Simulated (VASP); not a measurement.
# Cu (a cell with a defect) in VASP: single point with PBE

Aim: the single point of Cu (a cell with a defect) with PBE.

All numbers are computed with VASP 6.6.1; they aren't measurements. Logs are shortened: lines on timing, memory, paths and dates and some standing lists are left out, and cuts for length are marked.

## (1) The cell of the first run

The cell holds a defect, 26 atoms: a = 7.700 Å, b = 7.700 Å, c = 7.700 Å, α = 60.00°, β = 60.00°, γ = 60.00°.

## (2) Single point, PBE

INCAR reads:

```
SYSTEM = Cu
PREC     = Accurate       ! precision mode
ENCUT    = 520            ! plane-wave cutoff, eV
EDIFF    = 1E-6           ! SCF threshold, eV
ISMEAR   = 0              ! smearing method
SIGMA    = 0.1            ! smearing width, eV
LREAL    = Auto         
LASPH    = .True.         ! aspherical terms in the spheres
NELM     = 60             ! most SCF steps
ALGO     = Normal         ! electronic algorithm
ISIF     = 2              ! what is computed and relaxed
LWAVE    = .False.        ! write WAVECAR
LCHARG   = .True.         ! write CHGCAR
GGA      = PE             ! functional
LELF     = .True.         ! ELF
LVHAR    = .True.       
NBANDS   = 162            ! bands
```

KPOINTS reads:

```
regular mesh
0
Gamma
  4 4 4
  0 0 0
```

POSCAR reads:

```
Cu
1.0
    5.4446223830      0.0000000000      5.4446223830
    5.4446223830      5.4446223830      0.0000000000
    0.0000000000      5.4446223830      5.4446223830
Cu
26
Direct
    0.0000000000      0.3300679750      0.0000000000
    0.0000000000      0.6699320250      0.0000000000
    0.3300679750      0.0000000000      0.0000000000
    0.3333364208      0.3333364208     -0.0000092625
    0.3300679750      0.6699320250      0.0000000000
    0.6699320250      0.0000000000      0.0000000000
    0.6699320250      0.3300679750      0.0000000000
    0.6666635792      0.6666635792      0.0000092625
    0.0000000000      0.0000000000      0.3300679750
   -0.0000092625      0.3333364208      0.3333364208
    0.0000000000      0.6699320250      0.3300679750
    0.3333364208     -0.0000092625      0.3333364208
    0.3333364208      0.3333364208      0.3333364208
    0.3325658964      0.6674341036      0.3325658964
    0.6699320250      0.0000000000      0.3300679750
    0.6674341036      0.3325658964      0.3325658964
    0.6674341036      0.6674341036      0.3325658964
    0.0000000000      0.0000000000      0.6699320250
    0.0000000000      0.3300679750      0.6699320250
    0.0000092625      0.6666635792      0.6666635792
    0.3300679750      0.0000000000      0.6699320250
    0.3325658964      0.3325658964      0.6674341036
    0.3325658964      0.6674341036      0.6674341036
    0.6666635792      0.0000092625      0.6666635792
    0.6674341036      0.3325658964      0.6674341036
    0.6666635792      0.6666635792      0.6666635792
```

Potentials or basis: VASP PAW PBE potentials, release 64 (Cu).

Run with:

```bash
> cat potpaw_PBE.64/Cu/POTCAR > POTCAR
> mpirun -np 1 vasp_std > vasp.out
```

OUTCAR:

```text
SYSTEM = Cu
   PREC = Accurate
   ENCUT = 520
   EDIFF = 1E-6
   ISMEAR = 0
   LREAL = Auto
   LASPH = .True.
   NELM = 60
   ISIF = 2
   GGA = PE

 ion  position               nearest neighbor table
   1  0.000  0.330  0.000-   3 2.54   7 2.54   9 2.54  19 2.54  16 2.56  22 2.56  10 2.58   4 2.58
                            20 2.58   8 2.58   2 2.62
   2  0.000  0.670  0.000-   5 2.54   6 2.54  11 2.54  18 2.54  17 2.56  23 2.56  20 2.58   8 2.58
                            10 2.58   4 2.58   1 2.62
   3  0.330  0.000  0.000-   1 2.54   5 2.54   9 2.54  21 2.54  14 2.56  22 2.56  12 2.58   4 2.58
                             8 2.58  24 2.58   6 2.62
   4  0.333  0.333  1.000-  22 2.57  23 2.57  25 2.57  10 2.57  12 2.57  13 2.57   1 2.58   3 2.58
                             2 2.58   6 2.58   5 2.58   7 2.58
   5  0.330  0.670  0.000-   2 2.54   3 2.54  11 2.54  21 2.54  14 2.56  23 2.56  13 2.58  26 2.58
                             4 2.58   8 2.58   7 2.62
   6  0.670  0.000  0.000-   2 2.54   7 2.54  15 2.54  18 2.54  17 2.56  25 2.56  24 2.58   8 2.58
                            12 2.58   4 2.58   3 2.62
   7  0.670  0.330  0.000-   1 2.54   6 2.54  15 2.54  19 2.54  16 2.56  25 2.56  13 2.58  26 2.58
                             4 2.58   8 2.58   5 2.62
   8  0.667  0.667  0.000-  17 2.57  16 2.57  14 2.57  20 2.57  24 2.57  26 2.57   2 2.58   6 2.58
                             3 2.58   1 2.58   5 2.58   7 2.58
   9  0.000  0.000  0.330-   1 2.54   3 2.54  11 2.54  15 2.54  14 2.56  16 2.56  12 2.58  10 2.58
[... 21 lines left out ...]
  20  0.000  0.667  0.667-  23 2.57  22 2.57  14 2.57   8 2.57  24 2.57  26 2.57   2 2.58  18 2.58
                             1 2.58   9 2.58  11 2.58  19 2.58
  21  0.330  0.000  0.670-   3 2.54   5 2.54  18 2.54  19 2.54  22 2.56  23 2.56  13 2.58  26 2.58
                            24 2.58  12 2.58  15 2.62
  22  0.333  0.333  0.667-   1 2.56   3 2.56  19 2.56  21 2.56   4 2.57  20 2.57  24 2.57  13 2.57
                            14 2.58  23 2.58  16 2.58  25 2.58
  23  0.333  0.667  0.667-   2 2.56   5 2.56  18 2.56  21 2.56  20 2.57  12 2.57   4 2.57  26 2.57
                            14 2.58  22 2.58  25 2.58  17 2.58
  24  0.667  0.000  0.667-  25 2.57  22 2.57  16 2.57   8 2.57  20 2.57  26 2.57   6 2.58  18 2.58
                             3 2.58   9 2.58  21 2.58  15 2.58
  25  0.667  0.333  0.667-   6 2.56   7 2.56  18 2.56  19 2.56  24 2.57  10 2.57   4 2.57  26 2.57
                            22 2.58  23 2.58  16 2.58  17 2.58
  26  0.667  0.667  0.667-  17 2.57  23 2.57  25 2.57   8 2.57  24 2.57  20 2.57  19 2.58   5 2.58
                            21 2.58  11 2.58  15 2.58   7 2.58

  LATTYP: Found a face centered cubic cell.
 ALAT       =    10.8892447660

  Lattice vectors:

 A1 = (   5.4446223830,   0.0000000000,   5.4446223830)
 A2 = (   5.4446223830,   5.4446223830,   0.0000000000)
 A3 = (   0.0000000000,   5.4446223830,   5.4446223830)

Analysis of symmetry for initial positions (statically):
=====================================================================
 Subroutine PRICEL returns:
 Original cell was already a primitive cell.

 Routine SETGRP: Setting up the symmetry group for a
 face centered cubic supercell.

 Subroutine GETGRP returns: Found 48 space group operations
 (whereof 48 operations were pure point group operations)
 out of a pool of 48 trial point group operations.

The static configuration has the point symmetry O_h .

Analysis of symmetry for dynamics (positions and initial velocities):
=====================================================================
 Subroutine PRICEL returns:
 Original cell was already a primitive cell.

 Routine SETGRP: Setting up the symmetry group for a
 face centered cubic supercell.

 Subroutine GETGRP returns: Found 48 space group operations
 (whereof 48 operations were pure point group operations)
 out of a pool of 48 trial point group operations.

The dynamic configuration has the point symmetry O_h .

 Subroutine INISYM returns: Found 48 space group operations
 (whereof 48 operations are pure point group operations),
 and found     1 'primitive' translations

----------------------------------------------------------------------------------------

                                     Primitive cell

  volume of cell :     322.7998

  direct lattice vectors                    reciprocal lattice vectors
     5.444622383  0.000000000  5.444622383     0.091833733 -0.091833733  0.091833733
     5.444622383  5.444622383  0.000000000     0.091833733  0.091833733 -0.091833733
     0.000000000  5.444622383  5.444622383    -0.091833733  0.091833733  0.091833733

  length of vectors
     7.699858816  7.699858816  7.699858816     0.159060692  0.159060692  0.159060692

  position of ions in fractional coordinates (direct lattice)
     0.000000000  0.330067975  0.000000000
     0.000000000  0.669932025  0.000000000
     0.330067975  0.000000000  0.000000000
     0.333336421  0.333336421  0.999990737
[... 66 lines left out ...]

  Length of vectors
     0.039765173  0.039765173  0.039765173

  Shift w.r.t. Gamma in fractional coordinates (k-lattice)
     0.000000000  0.000000000  0.000000000

 Subroutine IBZKPT returns following result:
 ===========================================

 Found      8 irreducible k-points:

 Following reciprocal coordinates:
            Coordinates               Weight
  0.000000  0.000000  0.000000      1.000000
  0.250000  0.000000  0.000000      8.000000
  0.500000  0.000000  0.000000      4.000000
  0.250000  0.250000  0.000000      6.000000
  0.500000  0.250000  0.000000     24.000000
 -0.250000  0.250000  0.000000     12.000000
  0.500000  0.500000  0.000000      3.000000
 -0.250000  0.500000  0.250000      6.000000
   k-points           NKPTS =      8   k-points in BZ     NKDIM =      8   number of bands    NBANDS=    162
   number of dos      NEDOS =    301   number of ions     NIONS =     26
   total plane-waves  NPLWV = 216000
   dimension x,y,z NGX =    60 NGY =   60 NGZ =   60
   dimension x,y,z NGXF=   120 NGYF=  120 NGZF=  120
   ions per type =              26
   NGX,Y,Z   is equivalent  to a cutoff of  12.95, 12.95, 12.95 a.u.
   NGXF,Y,Z  is equivalent  to a cutoff of  25.91, 25.91, 25.91 a.u.
 SYSTEM =  Cu
   PREC   = accura    normal or accurate (medium, high low for compatibility)
   ISTART =      0    job   : 0-new  1-cont  2-samecut
   ICHARG =      2    charge: 1-file 2-atom 10-const
   ISPIN  =      1    spin polarized calculation?
   LNONCOLLINEAR =      F non collinear calculations
   LSORBIT =      F    spin-orbit coupling
   LASPH  =      T    aspherical Exc in radial PAW
   ENCUT  =  520.0 eV  38.22 Ry    6.18 a.u.  14.32 14.32 14.32*2*pi/ulx,y,z
   NELM   =     60;   NELMIN=  2; NELMDL= -5     # of ELM steps
   EDIFF  = 0.1E-05   stopping-criterion for ELM
   LREAL  =      T    real-space projection
   EDIFFG = 0.1E-04   stopping-criterion for IOM
   NSW    =      0    number of steps for IOM
   IBRION =     -1    ionic relax: 0-MD 1-quasi-New 2-CG
   NFREE  =      0    steps in history (QN), initial steepest desc. (CG)
   ISIF   =      2    stress and relaxation
   ISYM   =      2    0-nonsym 1-usesym 2-fastsym
   POTIM  = 0.5000    time-step for ionic-motion
   TEBEG  =    0.0;   TEEND  =   0.0 temperature during run
   PSTRESS=    0.0 pullay stress
   NELECT =     286.0000    total number of electrons
   NUPDOWN=      -1.0000    fix difference up-down
   EMIN   =  10.00;   EMAX   =-10.00  energy-range for DOS
   EFERMI =   0.00;   METHOD = LEGACY
   ISMEAR =     0;   SIGMA  =   0.10  broadening in eV -4-tet -1-fermi 0-gaus
   EFERMI_NEDOS =   21; number of points for ismear=-14 and -15
   IALGO  =     38    algorithm
   IMIX   =      4    mixing-type and parameters
     AMIX     =   0.40;   BMIX     =  1.00
     AMIX_MAG =   1.60;   BMIX_MAG =  1.00
  volume/ion in A,a.u.               =      12.42        83.78
  Fermi-wavevector in a.u.,A,eV,Ry     =   1.572362  2.971332 33.637967  2.472321
  Thomas-Fermi vector in A             =   2.673807
   LORBIT       =      0    0 simple, 1 ext, 2 COOP (PROOUT), +10 PAW based schemes
   GGA     = PE    functional components
   LHFCALC =     F    Hartree Fock is set to
   AEXX    =    0.0000 exact exchange contribution
   IVDW    =     0    specifies the selected vdW correction
   LEPSILON=     F    determine dielectric tensor
   LRPA    =     F    only Hartree local field effects (RPA)
 non-spin polarized calculation
 Gauss-broadening in eV      SIGMA  =   0.10
  energy-cutoff  :      520.00
  volume of cell :      322.80
 maximum number of plane-waves:      8728
 NGX is ok and might be reduce to    60
   NGX = 29   NGY = 29   NGZ = 29

 number of electron     285.9999975 magnetization

 Free energy of the ion-electron system (eV)
  ---------------------------------------------------
  ext. energy  EPLUGINS =         0.00000000
  ---------------------------------------------------
  free energy    TOTEN  =       -95.70933529 eV

  energy without entropy =      -95.63101094  energy(sigma->0) =      -95.67017312

 E-fermi :   6.8929     XC(G=0): -12.4023

 val. band max:        6.8836560820   @ k =  -0.2500   0.5000   0.2500
 cond. band min:       6.9101982405   @ k =   0.5000   0.2500   0.0000
 fundamental gap:      0.0265421585
 Fermi energy:         6.8929222073

 k-point     1 :       0.0000    0.0000    0.0000
  band No.  band energies     occupation
      1      -2.0737      2.00000
      2       1.1021      2.00000
      3       1.1778      2.00000
      4       1.1778      2.00000
      5       1.1778      2.00000
      6       1.2152      2.00000
[... 1253 lines left out ...]
    154       9.5570      0.00000
    155       9.5811      0.00000
 [bands above 155 left out]

------------------------ aborting loop because EDIFF is reached ----------------------------------------

  FORCE on cell =-STRESS in cart. coord.  units (eV):
  Direction    XX          YY          ZZ          XY          YZ          ZX
  --------------------------------------------------------------------------------------
  -------------------------------------------------------------------------------------
  Total       -2.4175922     -2.4175922     -2.4175922      0.0000000     -0.0000000      0.0000000
  in kB      -11.9994221    -11.9994221    -11.9994221      0.0000000     -0.0000000      0.0000000
  external PRESSURE =     -11.9994221 kB  Pullay stress =       0.0000000 kB

 VOLUME and BASIS-vectors are now :
 -----------------------------------------------------------------------------
  energy-cutoff  :      520.00
  volume of cell :      322.80
      direct lattice vectors                 reciprocal lattice vectors
     5.444622383  0.000000000  5.444622383     0.091833733 -0.091833733  0.091833733
     5.444622383  5.444622383  0.000000000     0.091833733  0.091833733 -0.091833733
     0.000000000  5.444622383  5.444622383    -0.091833733  0.091833733  0.091833733

 POSITION                                       TOTAL-FORCE (eV/Angst)
 -----------------------------------------------------------------------------------
      1.79710      1.79710      0.00000        -0.003534     -0.003534     -0.000000
      3.64753      3.64753      0.00000         0.003534      0.003534     -0.000000
      1.79710      0.00000      1.79710        -0.003534      0.000000     -0.003534
      3.62978      7.25946      7.25946        -0.002294      0.002294      0.002294
      5.44462      3.64753      1.79710         0.000000      0.003534     -0.003534
      3.64753      0.00000      3.64753         0.003534      0.000000      0.003534
[... 18 lines left out ...]
      5.44462      5.44462      7.26785         0.000000      0.000000     -0.002217
      7.25946      7.25946      7.25946         0.002294      0.002294      0.002294
 -----------------------------------------------------------------------------------
    total drift:                                0.000000      0.000000      0.000000

  FREE ENERGIE OF THE ION-ELECTRON SYSTEM (eV)
  ---------------------------------------------------
  free  energy   TOTEN  =       -95.7093352884 eV

  energy  without entropy=      -95.6310109443  energy(sigma->0) =      -95.67017312
```

It took 1.6 h on 1 thread of AMD EPYC 7R13 (Zen 3), shared host; peak memory 0.6 GiB.

Results:

| Item | Value |
| --- | --- |
| Free energy | -95.7093 eV |
| Pressure | -1.2 GPa |
| Largest force | 0.005 eV/Å |
| Band gap on the k mesh | zero (band 143 reaches 7.08 eV, above the bottom of band 144 at 5.28 eV) |

Forces in eV/Å, atoms in the order of the input:
```
Cu  -0.004 -0.004  0.000
Cu   0.004  0.004  0.000
Cu  -0.004  0.000 -0.004
Cu  -0.002  0.002  0.002
Cu   0.000  0.004 -0.004
Cu   0.004  0.000  0.004
Cu   0.000 -0.004  0.004
Cu   0.002 -0.002 -0.002
Cu   0.000 -0.004 -0.004
Cu   0.002 -0.002  0.002
Cu   0.004  0.000 -0.004
Cu   0.002  0.002 -0.002
Cu  -0.002 -0.002 -0.002
Cu   0.000  0.000  0.002
Cu   0.004 -0.004  0.000
Cu   0.000  0.002  0.000
Cu  -0.002  0.000  0.000
Cu   0.000  0.004  0.004
Cu  -0.004  0.000  0.004
Cu  -0.002  0.002 -0.002
Cu  -0.004  0.004  0.000
Cu   0.002  0.000  0.000
Cu   0.000 -0.002  0.000
Cu  -0.002 -0.002  0.002
Cu   0.000  0.000 -0.002
Cu   0.002  0.002  0.002
```

Levels at points of the mesh, in eV from the Fermi level:
```tsv
k point	band 142	band 143	band 144	band 145	band 146	band 147
(0.00, 0.00, 0.00)	-1.63	-1.63	-1.62	-1.56	3.24	3.24
(0.50, 0.00, 0.00)	-0.14	-0.14	-0.14	-0.09	1.28	1.28
(0.50, 0.50, 0.00)	0.16	0.16	0.22	0.54	0.54	0.59
```
